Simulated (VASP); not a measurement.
# Ti (P6_3/mmc) in VASP: further runs

The runs below take Ti through single point, with PBE.

All numbers are computed with VASP 6.6.1; they aren't measurements. Logs are shortened: lines on timing, memory, paths and dates and some standing lists are left out, and cuts for length are marked.

## 1. The cell of the first run

Symmetry: P6_3/mmc, No. 194, hexagonal system. Conventional cell: a = 2.939 Å, b = 2.939 Å, c = 4.656 Å, α = 90.00°, β = 90.00°, γ = 120.00°. Within 3.8 Å of Ti (site symmetry -6m2) lie 12 Ti at 2.88 to 2.94 Å.

## 2. Single point, PBE

Contents of INCAR:

```
ALGO = Normal ; EDIFF = 1E-7
ENCUT = 520 ; GGA = PE
ISIF = 2 ; ISMEAR = -1
LASPH = T ; LCHARG = F
LREAL = F ; LWAVE = F
NBANDS = 19 ; NELM = 100
PREC = Accurate ; SIGMA = 0.2
```

Contents of KPOINTS:

```
k-points
0
Gamma
  12 12 7
```

Contents of POSCAR:

```
Ti
1.0
    2.9390756844      0.0000000000      0.0000000000
   -1.4695378422      2.5453142064      0.0000000000
    0.0000000000      0.0000000000      4.6559893251
Ti
2
Direct
    0.3333333333      0.6666666667      0.2500000000
    0.6666666667      0.3333333333      0.7500000000
```

Potentials or basis: VASP PAW PBE potentials, release 64 (Ti_sv).

Started as:

```
cat potpaw_PBE.64/Ti_sv/POTCAR > POTCAR
mpirun -np 1 vasp_std > vasp.out
```

OUTCAR:

```text
EDIFF = 1E-7
   ENCUT = 520
   GGA = PE
   ISIF = 2
   ISMEAR = -1
   LASPH = T
   LREAL = F
   NELM = 100
   PREC = Accurate

 ion  position               nearest neighbor table
   1  0.333  0.667  0.250-   2 2.88   2 2.88   2 2.88   2 2.88   2 2.88   2 2.88
   2  0.667  0.333  0.750-   1 2.88   1 2.88   1 2.88   1 2.88   1 2.88   1 2.88

  LATTYP: Found a hexagonal cell.
 ALAT       =     2.9390756844
 C/A-ratio  =     1.5841678899

  Lattice vectors:

 A1 = (   2.9390756844,   0.0000000000,   0.0000000000)
 A2 = (  -1.4695378422,   2.5453142064,   0.0000000000)
 A3 = (   0.0000000000,   0.0000000000,   4.6559893251)

Analysis of symmetry for initial positions (statically):
=====================================================================
 Subroutine PRICEL returns:
 Original cell was already a primitive cell.

 Routine SETGRP: Setting up the symmetry group for a
 hexagonal supercell.

 Subroutine GETGRP returns: Found 24 space group operations
 (whereof 12 operations were pure point group operations)
 out of a pool of 24 trial point group operations.

The static configuration has the point symmetry D_3d.
 The point group associated with its full space group is D_6h.

Analysis of symmetry for dynamics (positions and initial velocities):
=====================================================================
 Subroutine PRICEL returns:
 Original cell was already a primitive cell.

 Routine SETGRP: Setting up the symmetry group for a
 hexagonal supercell.

 Subroutine GETGRP returns: Found 24 space group operations
 (whereof 12 operations were pure point group operations)
 out of a pool of 24 trial point group operations.

The dynamic configuration has the point symmetry D_3d.
 The point group associated with its full space group is D_6h.

 Subroutine INISYM returns: Found 24 space group operations
 (whereof 12 operations are pure point group operations),
 and found     1 'primitive' translations

----------------------------------------------------------------------------------------

                                     Primitive cell

  volume of cell :      34.8309

  direct lattice vectors                    reciprocal lattice vectors
[... 80 lines left out ...]
   ICHARG =      2    charge: 1-file 2-atom 10-const
   ISPIN  =      1    spin polarized calculation?
   LNONCOLLINEAR =      F non collinear calculations
   LSORBIT =      F    spin-orbit coupling
   LASPH  =      T    aspherical Exc in radial PAW
   ENCUT  =  520.0 eV  38.22 Ry    6.18 a.u.   5.46  5.46  8.66*2*pi/ulx,y,z
   NELM   =    100;   NELMIN=  2; NELMDL= -5     # of ELM steps
   EDIFF  = 0.1E-06   stopping-criterion for ELM
   LREAL  =      F    real-space projection
   EDIFFG = 0.1E-05   stopping-criterion for IOM
   NSW    =      0    number of steps for IOM
   IBRION =     -1    ionic relax: 0-MD 1-quasi-New 2-CG
   NFREE  =      0    steps in history (QN), initial steepest desc. (CG)
   ISIF   =      2    stress and relaxation
   ISYM   =      2    0-nonsym 1-usesym 2-fastsym
   POTIM  = 0.5000    time-step for ionic-motion
   TEBEG  =    0.0;   TEEND  =   0.0 temperature during run
   PSTRESS=    0.0 pullay stress
   NELECT =      24.0000    total number of electrons
   NUPDOWN=      -1.0000    fix difference up-down
   EMIN   =  10.00;   EMAX   =-10.00  energy-range for DOS
   EFERMI =   0.00;   METHOD = LEGACY
   ISMEAR =    -1;   SIGMA  =   0.20  broadening in eV -4-tet -1-fermi 0-gaus
   EFERMI_NEDOS =   21; number of points for ismear=-14 and -15
   IALGO  =     38    algorithm
   IMIX   =      4    mixing-type and parameters
     AMIX     =   0.40;   BMIX     =  1.00
     AMIX_MAG =   1.60;   BMIX_MAG =  1.00
  volume/ion in A,a.u.               =      17.42       117.53
  Fermi-wavevector in a.u.,A,eV,Ry     =   1.445963  2.732474 28.447185  2.090809
  Thomas-Fermi vector in A             =   2.564085
   LORBIT       =      0    0 simple, 1 ext, 2 COOP (PROOUT), +10 PAW based schemes
   GGA     = PE    functional components
   LHFCALC =     F    Hartree Fock is set to
   AEXX    =    0.0000 exact exchange contribution
   IVDW    =     0    specifies the selected vdW correction
   LEPSILON=     F    determine dielectric tensor
   LRPA    =     F    only Hartree local field effects (RPA)
 non-spin polarized calculation
  energy-cutoff  :      520.00
  volume of cell :       34.83
 maximum number of plane-waves:       965
 NGX is ok and might be reduce to    24
   NGX = 11   NGY = 11   NGZ = 17

 number of electron      24.0000001 magnetization

 Free energy of the ion-electron system (eV)
  ---------------------------------------------------
  ext. energy  EPLUGINS =         0.00000000
  ---------------------------------------------------
  free energy    TOTEN  =       -15.83654821 eV

  energy without entropy =      -15.46949545  energy(sigma->0) =      -15.65302183

 E-fermi :   8.2558     XC(G=0): -11.4819

 val. band max:        8.2396386910   @ k =   0.0833   0.0833   0.0000
 cond. band min:       8.2632839453   @ k =   0.4167   0.1667   0.4286
 fundamental gap:      0.0236452542
 Fermi energy:         8.2558061605

 k-point     1 :       0.0000    0.0000    0.0000
  band No.  band energies     occupation
      1     -48.5207      2.00000
      2     -48.3854      2.00000
      3     -25.0889      2.00000
      4     -24.4800      2.00000
      5     -24.4800      2.00000
      6     -24.3852      2.00000
[... 505 lines left out ...]
      6     -24.5802      2.00000
[... 11 lines left out ...]
     18      11.0436      0.00000
     19      11.7829      0.00000

 [... further k-points ...]

------------------------ aborting loop because EDIFF is reached ----------------------------------------

  FORCE on cell =-STRESS in cart. coord.  units (eV):
  Direction    XX          YY          ZZ          XY          YZ          ZX
  --------------------------------------------------------------------------------------
  -------------------------------------------------------------------------------------
  Total        0.0758348      0.0758348      0.1696083      0.0000000     -0.0000000      0.0000000
  in kB        3.4883096      3.4883096      7.8017759      0.0000000     -0.0000000      0.0000000
  external PRESSURE =       4.9261317 kB  Pullay stress =       0.0000000 kB

 VOLUME and BASIS-vectors are now :
 -----------------------------------------------------------------------------
  energy-cutoff  :      520.00
  volume of cell :       34.83
      direct lattice vectors                 reciprocal lattice vectors
     2.939075684  0.000000000  0.000000000     0.340243024  0.196439402  0.000000000
    -1.469537842  2.545314206  0.000000000     0.000000000  0.392878804  0.000000000
     0.000000000  0.000000000  4.655989325     0.000000000  0.000000000  0.214777125

 POSITION                                       TOTAL-FORCE (eV/Angst)
 -----------------------------------------------------------------------------------
     -0.00000      1.69688      1.16400         0.000000      0.000000      0.000000
      1.46954      0.84844      3.49199        -0.000000      0.000000      0.000000
 -----------------------------------------------------------------------------------
    total drift:                               -0.000000      0.000000     -0.000000

  FREE ENERGIE OF THE ION-ELECTRON SYSTEM (eV)
  ---------------------------------------------------
  free  energy   TOTEN  =       -15.8365482087 eV

  energy  without entropy=      -15.4694954461  energy(sigma->0) =      -15.65302183
```

OSZICAR:

```text
N       E                     dE             d eps       ncg     rms          rms(c)
DAV:   1     0.261395031761E+03    0.26140E+03   -0.13046E+04  2896   0.158E+03
DAV:   2     0.124879013147E+02   -0.24891E+03   -0.24497E+03  2987   0.438E+02
DAV:   3    -0.165736250126E+02   -0.29062E+02   -0.28703E+02  5406   0.123E+02
DAV:   4    -0.178126179134E+02   -0.12390E+01   -0.12373E+01  3340   0.263E+01
DAV:   5    -0.178778727629E+02   -0.65255E-01   -0.65241E-01  4289   0.424E+00    0.117E+01
DAV:   6    -0.158282883217E+02    0.20496E+01   -0.75240E+00  3374   0.275E+01    0.291E+00
DAV:   7    -0.158174213779E+02    0.10867E-01   -0.64852E-01  4324   0.586E+00    0.204E+00
DAV:   8    -0.158440181591E+02   -0.26597E-01   -0.19798E-01  3145   0.509E+00    0.714E-01
DAV:   9    -0.158361278193E+02    0.78903E-02   -0.42969E-02  3290   0.214E+00    0.679E-02
DAV:  10    -0.158365309644E+02   -0.40315E-03   -0.31886E-03  4127   0.331E-01    0.751E-02
DAV:  11    -0.158365591775E+02   -0.28213E-04   -0.11787E-04  3727   0.718E-02    0.374E-02
DAV:  12    -0.158365470177E+02    0.12160E-04   -0.35506E-05  3392   0.540E-02    0.317E-03
DAV:  13    -0.158365472725E+02   -0.25477E-06   -0.12760E-06  3523   0.972E-03    0.212E-03
DAV:  14    -0.158365479465E+02   -0.67404E-06   -0.22085E-07  2812   0.382E-03    0.997E-04
DAV:  15    -0.158365482325E+02   -0.28601E-06   -0.24522E-08  1609   0.128E-03    0.120E-04
DAV:  16    -0.158365482087E+02    0.23803E-07   -0.96581E-09  1570   0.692E-04
   1 F= -.15836548E+02 E0= -.15653022E+02  d E =-.367053E+00
```

It took 40 s on 1 thread of Intel Xeon 6975P-C, shared host; peak memory 0.18 GiB.

What came out:

| Item | Value |
| --- | --- |
| Free energy | -15.8365 eV |
| Pressure | 0.5 GPa |
| Band gap on the k mesh | zero (band 12 reaches 9.09 eV, above the bottom of band 13 at 8.02 eV) |

## 3. Single point, PBE

Contents of INCAR:

```
ALGO     = Normal         # electronic algorithm
EDIFF    = 1E-6           # SCF threshold, eV
ENCUT    = 520            # plane-wave cutoff, eV
GGA      = PE             # functional
ISIF     = 2              # what is computed and relaxed
ISMEAR   = -1             # smearing method
LASPH    = T              # aspherical terms in the spheres
LCHARG   = T              # write CHGCAR
LELF     = T              # ELF
LREAL    = F              # projectors in reciprocal space
LVHAR    = T            
LWAVE    = F              # write WAVECAR
NBANDS   = 19             # bands
NELM     = 80             # most SCF steps
PREC     = Accurate       # precision mode
SIGMA    = 0.3            # smearing width, eV
```

KPOINTS is that of step 2.

POSCAR is that of step 2.

Potentials or basis: VASP PAW PBE potentials, release 64 (Ti_sv).

Started as:

```
cat potpaw_PBE.64/Ti_sv/POTCAR > POTCAR
mpirun -np 1 vasp_std > vasp.out
```

Wall time 33 s (1 thread of Intel Xeon 6975P-C, shared host); peak memory 0.18 GiB.

The run converged. Its results:

| Property | Result |
| --- | --- |
| Free energy | -16.0773 eV |
| Pressure | 1.9 GPa |
| Band gap on the k mesh | zero (band 12 reaches 9.11 eV, above the bottom of band 13 at 8.03 eV) |

Stress tensor (GPa, compression positive):
```
1.53 0.00 0.00
0.00 1.53 0.00
0.00 0.00 2.69
```

Levels at points of the mesh, in eV from the Fermi level:
| k point | band 10 | band 11 | band 12 | band 13 | band 14 | band 15 |
| --- | --- | --- | --- | --- | --- | --- |
| (0.00, 0.00, 0.00) | -2.60 | 0.84 | 0.87 | 0.87 | 1.01 | 1.36 |
| (0.50, 0.00, 0.00) | -2.07 | -1.74 | -0.55 | 0.60 | 0.74 | 1.29 |

## 4. Single point, PBE

Contents of INCAR:

```
SYSTEM = Ti
PREC = Accurate
ENCUT = 520
EDIFF = 1E-7
ISMEAR = -1
SIGMA = 0.6
LREAL = .FALSE.
LASPH = .TRUE.
NELM = 60
ALGO = Normal
ISIF = 2
LWAVE = .FALSE.
LCHARG = .FALSE.
GGA = PE
NBANDS = 19
```

Contents of KPOINTS:

```
Automatic mesh
0
G
  12 12 7
  0 0 0
```

POSCAR is that of step 3.

Potentials or basis: VASP PAW PBE potentials, release 64 (Ti_sv).

Started as:

```
cat potpaw_PBE.64/Ti_sv/POTCAR > POTCAR
mpirun -np 1 vasp_std > vasp.out
```

OUTCAR:

```text
SYSTEM = Ti
   PREC = Accurate
   ENCUT = 520
   EDIFF = 1E-7
   ISMEAR = -1
   LREAL = .FALSE.
   LASPH = .TRUE.
   NELM = 60
   ISIF = 2
   GGA = PE

 ion  position               nearest neighbor table
   1  0.333  0.667  0.250-   2 2.88   2 2.88   2 2.88   2 2.88   2 2.88   2 2.88
   2  0.667  0.333  0.750-   1 2.88   1 2.88   1 2.88   1 2.88   1 2.88   1 2.88

  LATTYP: Found a hexagonal cell.
 ALAT       =     2.9390756844
 C/A-ratio  =     1.5841678899

  Lattice vectors:

 A1 = (   2.9390756844,   0.0000000000,   0.0000000000)
 A2 = (  -1.4695378422,   2.5453142064,   0.0000000000)
 A3 = (   0.0000000000,   0.0000000000,   4.6559893251)

Analysis of symmetry for initial positions (statically):
=====================================================================
 Subroutine PRICEL returns:
 Original cell was already a primitive cell.

 Routine SETGRP: Setting up the symmetry group for a
 hexagonal supercell.

 Subroutine GETGRP returns: Found 24 space group operations
 (whereof 12 operations were pure point group operations)
 out of a pool of 24 trial point group operations.
[... 161 lines left out ...]
  free energy    TOTEN  =       -17.42276837 eV

  energy without entropy =      -13.91704371  energy(sigma->0) =      -15.66990604

 E-fermi :   8.2675     XC(G=0): -11.4595

 val. band max:        8.2558354906   @ k =   0.1667   0.0833   0.2857
 cond. band min:       8.2768954509   @ k =   0.2500   0.2500   0.4286
 fundamental gap:      0.0210599603
 Fermi energy:         8.2674902325

 k-point     1 :       0.0000    0.0000    0.0000
  band No.  band energies     occupation
      1     -48.2607      2.00000
      2     -48.1234      2.00000
      3     -24.8312      2.00000
      4     -24.2479      2.00000
      5     -24.2479      2.00000
      6     -24.1465      2.00000
[... 505 lines left out ...]
      6     -24.3498      2.00000
[... 11 lines left out ...]
     18      11.2231      0.01441
     19      11.9954      0.00400

 [... further k-points ...]

------------------------ aborting loop because EDIFF is reached ----------------------------------------

  FORCE on cell =-STRESS in cart. coord.  units (eV):
  Direction    XX          YY          ZZ          XY          YZ          ZX
  --------------------------------------------------------------------------------------
  -------------------------------------------------------------------------------------
  Total        1.5219926      1.5219926      2.1212991      0.0000000      0.0000000     -0.0000000
  in kB       70.0098204     70.0098204     97.5771988      0.0000000      0.0000000     -0.0000000
  external PRESSURE =      79.1989465 kB  Pullay stress =       0.0000000 kB

 VOLUME and BASIS-vectors are now :
 -----------------------------------------------------------------------------
  energy-cutoff  :      520.00
  volume of cell :       34.83
      direct lattice vectors                 reciprocal lattice vectors
     2.939075684  0.000000000  0.000000000     0.340243024  0.196439402  0.000000000
    -1.469537842  2.545314206  0.000000000     0.000000000  0.392878804  0.000000000
     0.000000000  0.000000000  4.655989325     0.000000000  0.000000000  0.214777125

 POSITION                                       TOTAL-FORCE (eV/Angst)
 -----------------------------------------------------------------------------------
     -0.00000      1.69688      1.16400        -0.000000      0.000000      0.000000
      1.46954      0.84844      3.49199         0.000000      0.000000      0.000000
 -----------------------------------------------------------------------------------
    total drift:                               -0.000000      0.000000     -0.000000

  FREE ENERGIE OF THE ION-ELECTRON SYSTEM (eV)
  ---------------------------------------------------
  free  energy   TOTEN  =       -17.4227683690 eV

  energy  without entropy=      -13.9170437103  energy(sigma->0) =      -15.66990604
```

OSZICAR:

```text
N       E                     dE             d eps       ncg     rms          rms(c)
DAV:   1     0.260698608509E+03    0.26070E+03   -0.13046E+04  2896   0.158E+03
DAV:   2     0.112692212956E+02   -0.24943E+03   -0.24514E+03  2987   0.438E+02
DAV:   3    -0.178126744315E+02   -0.29082E+02   -0.28587E+02  5406   0.123E+02
DAV:   4    -0.190584598401E+02   -0.12458E+01   -0.12423E+01  3340   0.264E+01
DAV:   5    -0.191241152172E+02   -0.65655E-01   -0.65622E-01  4289   0.426E+00    0.110E+01
DAV:   6    -0.174001019646E+02    0.17240E+01   -0.63893E+00  3374   0.254E+01    0.274E+00
DAV:   7    -0.174036643820E+02   -0.35624E-02   -0.47014E-01  4253   0.489E+00    0.189E+00
DAV:   8    -0.174287680514E+02   -0.25104E-01   -0.17184E-01  3164   0.466E+00    0.663E-01
DAV:   9    -0.174224600680E+02    0.63080E-02   -0.33240E-02  3405   0.196E+00    0.733E-02
DAV:  10    -0.174227709148E+02   -0.31085E-03   -0.22686E-03  3988   0.313E-01    0.576E-02
DAV:  11    -0.174227727917E+02   -0.18769E-05   -0.12195E-04  3888   0.759E-02    0.211E-02
DAV:  12    -0.174227688162E+02    0.39755E-05   -0.11357E-05  3771   0.297E-02    0.327E-03
DAV:  13    -0.174227676813E+02    0.11348E-05   -0.12150E-06  3302   0.105E-02    0.307E-03
DAV:  14    -0.174227680249E+02   -0.34358E-06   -0.29087E-07  2217   0.296E-03    0.522E-04
DAV:  15    -0.174227683452E+02   -0.32033E-06   -0.66956E-08  1591   0.129E-03    0.124E-04
DAV:  16    -0.174227683690E+02   -0.23778E-07   -0.13910E-08  1558   0.672E-04
   1 F= -.17422768E+02 E0= -.15669906E+02  d E =-.350572E+01
```

Run time: 41 s. Hardware: 1 thread of Intel Xeon 6975P-C, shared host; peak memory 0.18 GiB.

What came out:

```
Free energy            : -17.4228 eV
Pressure               : 7.9 GPa
Band gap on the k mesh : zero (band 12 reaches 9.23 eV, above the bottom of band 13 at 8.10 eV)
```

Levels at points of the mesh, in eV from the Fermi level:
| k point | band 8 | band 9 | band 10 | band 11 | band 12 | band 13 | band 14 | band 15 | band 16 | band 17 |
| --- | --- | --- | --- | --- | --- | --- | --- | --- | --- | --- |
| (0.00, 0.00, 0.00) | -32.38 | -6.16 | -2.56 | 0.84 | 0.97 | 0.97 | 1.14 | 1.47 | 1.47 | 1.87 |
| (0.50, 0.00, 0.00) | -32.49 | -2.25 | -2.02 | -1.67 | -0.53 | 0.71 | 0.82 | 1.39 | 3.58 | 3.81 |

[end of part 1 of 2]
